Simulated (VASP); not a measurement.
# Ta3H in VASP: a series of runs

Ta3H is run at these levels: PBE; tasks: relaxation of the atoms.

Program: VASP 6.6.1. These are calculated values, not measurements. Logs are shortened: lines on timing, memory, paths and dates and some standing lists are left out, and cuts for length are marked.

### 1 The cell of the first run

The cell holds a slab with vacuum, 4 atoms: a = 2.874 Å, b = 2.874 Å, c = 20.027 Å, α = 90.00°, β = 90.00°, γ = 109.47°.

### 2 Relaxation of the atoms, PBE

Input file INCAR:

```
SYSTEM = Ta3H
ALGO = Fast
DIPOL = 0.5 0.5 0.361
EDIFF = 1E-6
EDIFFG = -0.025
ENCUT = 520
GGA = PE
IBRION = 2
IDIPOL = 3
ISIF = 2
ISMEAR = 0
LASPH = .TRUE.
LCHARG = .FALSE.
LDIPOL = .TRUE.
LREAL = .FALSE.
LWAVE = .FALSE.
NELM = 100
NSW = 36
PREC = Accurate
SIGMA = 0.1
```

Input file KPOINTS:

```
k-points
0
G
  10 10 1
  0 0 0
```

Input file POSCAR:

```
Ta3H
1.0
    2.8743098521      0.0000000000      0.0000000000
   -0.9581032840      2.7099253168      0.0000000000
    0.0000000000      0.0000000000     20.0266897122
Ta H
3 1
Selective dynamics
Direct
    0.5000000000      0.5000000000      0.1997334586  F F F
    0.0000000000      0.0000000000      0.3127671377  F F F
    0.5000000000      0.5000000000      0.4257663066  F F F
    0.6666666667      0.8333333333      0.5037702742  F F T
```

Potentials or basis: VASP PAW PBE potentials, release 64 (Ta_pv, H).

Launch:

```bash
cat potpaw_PBE.64/Ta_pv/POTCAR potpaw_PBE.64/H/POTCAR > POTCAR
mpirun -np 1 vasp_std > vasp.out
```

OUTCAR:

```text
SYSTEM = Ta3H
   EDIFF = 1E-6
   EDIFFG = -0.025
   ENCUT = 520
   GGA = PE
   IBRION = 2
   ISIF = 2
   ISMEAR = 0
   LASPH = .TRUE.
   LREAL = .FALSE.
   NELM = 100
   NSW = 36
   PREC = Accurate

 ion  position               nearest neighbor table
   1  0.500  0.500  0.200-   2 2.81   2 2.81   2 3.26   2 3.26
   2  0.000  0.000  0.313-   3 2.81   3 2.81   1 2.81   1 2.81   3 3.26   3 3.26   1 3.26   1 3.26

   3  0.500  0.500  0.426-   4 1.81   2 2.81   2 2.81   2 3.26   2 3.26
   4  0.667  0.833  0.504-   3 1.81

  LATTYP: Found a base centered orthorhombic cell.
 ALAT       =     3.3189671337
 B/A-ratio  =     1.4142135624
 C/A-ratio  =     6.0340126629

  Lattice vectors:

 A1 = (   2.8743098521,   0.0000000000,   0.0000000000)
 A2 = (  -0.9581032840,   2.7099253168,   0.0000000000)
 A3 = (   0.0000000000,   0.0000000000,  20.0266897122)

Analysis of symmetry for initial positions (statically):
=====================================================================
 Subroutine PRICEL returns:
 Original cell was already a primitive cell.

 Routine SETGRP: Setting up the symmetry group for a
 base centered orthorhombic supercell.

 Subroutine GETGRP returns: Found  1 space group operations
 (whereof  1 operations were pure point group operations)
 out of a pool of  8 trial point group operations.

The static configuration has the point symmetry C_1 .

Analysis of symmetry for dynamics (positions and initial velocities):
=====================================================================
 Subroutine PRICEL returns:
 Original cell was already a primitive cell.

 Routine SETGRP: Setting up the symmetry group for a
 base centered orthorhombic supercell.

 Subroutine GETGRP returns: Found  1 space group operations
 (whereof  1 operations were pure point group operations)
 out of a pool of  8 trial point group operations.

The dynamic configuration has the point symmetry C_1 .

Analysis of constrained symmetry for selective dynamics:
=====================================================================
 Subroutine PRICEL returns:
 Original cell was already a primitive cell.

 Routine SETGRP: Setting up the symmetry group for a
 base centered orthorhombic supercell.

 Subroutine GETGRP returns: Found  1 space group operations
 (whereof  1 operations were pure point group operations)
 out of a pool of  8 trial point group operations.

The constrained configuration has the point symmetry C_1 .

 Subroutine INISYM returns: Found  1 space group operations
 (whereof  1 operations are pure point group operations),
 and found     1 'primitive' translations

----------------------------------------------------------------------------------------

                                     Primitive cell

  volume of cell :     155.9912

  direct lattice vectors                    reciprocal lattice vectors
     2.874309852  0.000000000  0.000000000     0.347909603  0.123004620  0.000000000
    -0.958103284  2.709925317  0.000000000     0.000000000  0.369013859  0.000000000
     0.000000000  0.000000000 20.026689712     0.000000000  0.000000000  0.049933365

  length of vectors
     2.874309852  2.874309852 20.026689712     0.369013859  0.369013859  0.049933365

  position of ions in fractional coordinates (direct lattice)
     0.500000000  0.500000000  0.199733459
     0.000000000  0.000000000  0.312767138
     0.500000000  0.500000000  0.425766307
     0.666666667  0.833333333  0.503770274

  ion indices of the primitive-cell ions
   primitive index   ion index
[... 86 lines left out ...]
   PSTRESS=    0.0 pullay stress
   NELECT =      34.0000    total number of electrons
   NUPDOWN=      -1.0000    fix difference up-down
   EMIN   =  10.00;   EMAX   =-10.00  energy-range for DOS
   EFERMI =   0.00;   METHOD = LEGACY
   ISMEAR =     0;   SIGMA  =   0.10  broadening in eV -4-tet -1-fermi 0-gaus
   EFERMI_NEDOS =   21; number of points for ismear=-14 and -15
   IALGO  =     68    algorithm
   IMIX   =      4    mixing-type and parameters
     AMIX     =   0.40;   BMIX     =  1.00
     AMIX_MAG =   1.60;   BMIX_MAG =  1.00
  volume/ion in A,a.u.               =      39.00       263.17
  Fermi-wavevector in a.u.,A,eV,Ry     =   0.985223  1.861801 13.206684  0.970664
  Thomas-Fermi vector in A             =   2.116514
   LORBIT       =      0    0 simple, 1 ext, 2 COOP (PROOUT), +10 PAW based schemes
   GGA     = PE    functional components
   LHFCALC =     F    Hartree Fock is set to
   AEXX    =    0.0000 exact exchange contribution
   IVDW    =     0    specifies the selected vdW correction
   LEPSILON=     F    determine dielectric tensor
   LRPA    =     F    only Hartree local field effects (RPA)
 conjugate gradient relaxation of ions
 non-spin polarized calculation
 RMM-DIIS sequential band-by-band and
 Gauss-broadening in eV      SIGMA  =   0.10
  energy-cutoff  :      520.00
  volume of cell :      155.99
 maximum number of plane-waves:      4238
 NGX is ok and might be reduce to    24
   NGX = 11   NGY = 11   NGZ = 75

 dipolmoment           0.000000      0.000000     -0.374244 electrons x Angstroem

--------------------------------------- Ionic step        1  -------------------------------------------

 number of electron      33.9999997 magnetization

 Free energy of the ion-electron system (eV)
  ---------------------------------------------------
  ext. energy  EPLUGINS =         0.00000000
  ---------------------------------------------------
  free energy    TOTEN  =       -36.68374313 eV

  energy without entropy =      -36.66877330  energy(sigma->0) =      -36.67625822

------------------------ aborting loop because EDIFF is reached ----------------------------------------

  FORCE on cell =-STRESS in cart. coord.  units (eV):
  Direction    XX          YY          ZZ          XY          YZ          ZX
  --------------------------------------------------------------------------------------
  -------------------------------------------------------------------------------------
  Total       -2.2241420     -1.7246618      0.7815223      0.3118583      1.8587396      0.1743988
  in kB      -22.8440455    -17.7139107      8.0269745      3.2030803     19.0910167      1.7912404
  external PRESSURE =     -10.8436606 kB  Pullay stress =       0.0000000 kB

 VOLUME and BASIS-vectors are now :
 -----------------------------------------------------------------------------
  energy-cutoff  :      520.00
  volume of cell :      155.99
      direct lattice vectors                 reciprocal lattice vectors
     2.874309852  0.000000000  0.000000000     0.347909603  0.123004620  0.000000000
    -0.958103284  2.709925317  0.000000000     0.000000000  0.369013859  0.000000000
     0.000000000  0.000000000 20.026689712     0.000000000  0.000000000  0.049933365

 POSITION                                       TOTAL-FORCE (eV/Angst)
 -----------------------------------------------------------------------------------
      0.95810      1.35496      4.00000        -0.020333      0.016152      0.102046
      0.00000      0.00000      6.26369         0.011203     -0.101130     -0.542599
      0.95810      1.35496      8.52669        -0.059975     -1.005229      0.411145
      1.11779      2.25827     10.08885         0.069106      1.090207      0.029408
 -----------------------------------------------------------------------------------
    total drift:                                0.000041      0.000013      0.000189

  FREE ENERGIE OF THE ION-ELECTRON SYSTEM (eV)
  ---------------------------------------------------
  free  energy   TOTEN  =       -36.6837431334 eV

  energy  without entropy=      -36.6687733036  energy(sigma->0) =      -36.67625822

--------------------------------------- Ionic step        2  -------------------------------------------

 number of electron      33.9999997 magnetization

 dipolmoment           0.000000      0.000000      0.019736 electrons x Angstroem

 Free energy of the ion-electron system (eV)
  ---------------------------------------------------
  ext. energy  EPLUGINS =         0.00000000
  ---------------------------------------------------
  free energy    TOTEN  =       -36.68377686 eV

  energy without entropy =      -36.66881014  energy(sigma->0) =      -36.67629350

 E-fermi :  -1.0852     XC(G=0):  -5.5666

 val. band max:       -1.1022484532   @ k =   0.1000  -0.2000   0.0000
 cond. band min:      -1.0771966954   @ k =   0.4000   0.3000   0.0000
 fundamental gap:      0.0250517579
 Fermi energy:        -1.0852376394

 k-point     1 :       0.0000    0.0000    0.0000
  band No.  band energies     occupation
      1     -35.5684      2.00000
      2     -35.2713      2.00000
      3     -34.8814      2.00000
      4     -34.7606      2.00000
      5     -34.6316      2.00000
      6     -34.5553      2.00000
[... 565 lines left out ...]
     20       0.8456      0.00000
     21       1.5094      0.00000

 [... further k-points ...]

------------------------ aborting loop because EDIFF is reached ----------------------------------------

 vacuum level on the upper side and lower side of the slab       (xc-potential included)         0.030        -0.453

  FORCE on cell =-STRESS in cart. coord.  units (eV):
  Direction    XX          YY          ZZ          XY          YZ          ZX
  --------------------------------------------------------------------------------------
  -------------------------------------------------------------------------------------
  Total       -2.2243272     -1.7303998      0.7635372      0.3111189      1.8502554      0.1729932
  in kB      -22.8459476    -17.7728458      7.8422500      3.1954855     19.0038764      1.7768046
  external PRESSURE =     -10.9255145 kB  Pullay stress =       0.0000000 kB

 VOLUME and BASIS-vectors are now :
 -----------------------------------------------------------------------------
  energy-cutoff  :      520.00
  volume of cell :      155.99
      direct lattice vectors                 reciprocal lattice vectors
     2.874309852  0.000000000  0.000000000     0.347909603  0.123004620  0.000000000
    -0.958103284  2.709925317  0.000000000     0.000000000  0.369013859  0.000000000
     0.000000000  0.000000000 20.026689712     0.000000000  0.000000000  0.049933365

 POSITION                                       TOTAL-FORCE (eV/Angst)
 -----------------------------------------------------------------------------------
      0.95810      1.35496      4.00000        -0.020333      0.016164      0.102426
      0.00000      0.00000      6.26369         0.011123     -0.101134     -0.542532
      0.95810      1.35496      8.52669        -0.058885     -0.998945      0.422111
      1.11779      2.25827     10.09027         0.068095      1.083915      0.017994
 -----------------------------------------------------------------------------------
    total drift:                                0.000031     -0.000022     -0.000061

  FREE ENERGIE OF THE ION-ELECTRON SYSTEM (eV)
  ---------------------------------------------------
  free  energy   TOTEN  =       -36.6837768556 eV

  energy  without entropy=      -36.6688101401  energy(sigma->0) =      -36.67629350

 reached required accuracy - stopping structural energy minimisation

 vacuum level on the upper side and lower side of the slab         3.986         3.490
```

It took 8.2 min on 1 thread of Oxide Virtual Turin-like, shared host; peak memory 0.35 GiB.

Results:

| Item | Value |
| --- | --- |
| Free energy | -36.6838 eV |
| Energy gained by relaxing | 0.0 meV/atom |
| Ionic steps | 2 |
| Band gap on the k mesh | zero (bands 17 and 18 overlap by 1.50 eV) |

Final structure:
```cif
data_structure
_symmetry_space_group_name_H-M 'P 1'
_symmetry_Int_Tables_number 1
_cell_length_a 2.8743
_cell_length_b 2.8743
_cell_length_c 20.0267
_cell_angle_alpha 90.000
_cell_angle_beta 90.000
_cell_angle_gamma 109.471
_cell_volume 155.99
loop_
_atom_site_label
_atom_site_type_symbol
_atom_site_fract_x
_atom_site_fract_y
_atom_site_fract_z
_atom_site_occupancy
Ta1 Ta 0.50000 0.50000 0.19973 1
Ta2 Ta 0.00000 0.00000 0.31277 1
Ta3 Ta 0.50000 0.50000 0.42577 1
H1 H 0.66667 0.83333 0.50384 1
```

Caveat: spin-orbit coupling is left out, which moves the levels of the heavy elements.

### 3 Relaxation of the atoms, PBE

Input file INCAR:

```
ALGO = Fast
DIPOL = 0.5 0.5 0.356
EDIFF = 1E-6
EDIFFG = -0.025
ENCUT = 520
GGA = PE
IBRION = 2
IDIPOL = 3
ISIF = 2
ISMEAR = 0
LASPH = True
LCHARG = False
LDIPOL = True
LREAL = False
LWAVE = False
NELM = 80
NSW = 36
PREC = Accurate
SIGMA = 0.1
```

Input file KPOINTS:

```
k-points
0
Gamma
  10 10 1
```

POSCAR: that of step 2 with these lines changed.

```diff
@@ -12,2 +12,2 @@
     0.5000000000      0.5000000000      0.4257663066  F F F
-    0.6666666667      0.8333333333      0.5037702742  F F T
+    0.8333333333      1.0000000000      0.4855986005  F F T
```

Potentials or basis: VASP PAW PBE potentials, release 64 (Ta_pv, H).

Launch:

```bash
cat potpaw_PBE.64/Ta_pv/POTCAR potpaw_PBE.64/H/POTCAR > POTCAR
mpirun -np 1 vasp_std > vasp.out
```

Wall time 12 min (1 thread of Oxide Virtual Turin-like, shared host); peak memory 0.35 GiB.

The run converged. Its results:

- Free energy: -37.2380 eV
- Energy gained by relaxing: 0.1 meV/atom
- Ionic steps: 3
- Band gap on the k mesh: zero (bands 17 and 18 overlap by 1.36 eV)

The path:
| step | energy change (eV) | largest force on free atoms (eV/Å) | pressure (GPa) |
| --- | --- | --- | --- |
| 1 | 0.0000 | 0.0477 | -1.26 |
| 2 | -0.0001 | 0.0375 | -1.25 |
| 3 | -0.0002 | 0.0059 | -1.22 |

Final structure:
```xyz
4
Lattice="2.8743 0.0000 0.0000 -0.9581 2.7099 0.0000 0.0000 0.0000 20.0267" Properties=species:S:1:pos:R:3 pbc="T T T"
Ta    0.9581    1.3550    4.0000
Ta    0.0000    0.0000    6.2637
Ta    0.9581    1.3550    8.5267
H     2.3953    0.0000    9.7157
```

Levels at points of the mesh, in eV from the Fermi level:
```
           k point  band 15  band 16  band 17  band 18  band 19  band 20
(0.00, 0.00, 0.00)    -0.79    -0.35     0.29     0.56     0.87     1.00
(0.50, 0.00, 0.00)    -1.42    -0.70    -0.28     1.15     2.05     3.11
(0.00, 0.50, 0.00)    -1.42    -0.66    -0.27     1.23     2.34     3.24
(0.50, 0.50, 0.00)    -1.25    -0.28     1.01     1.46     2.08     2.77
```

Caveat: spin-orbit coupling is left out, which moves the levels of the heavy elements.

The gap in the log of VASP goes by the Fermi energy; the results here count the filled bands.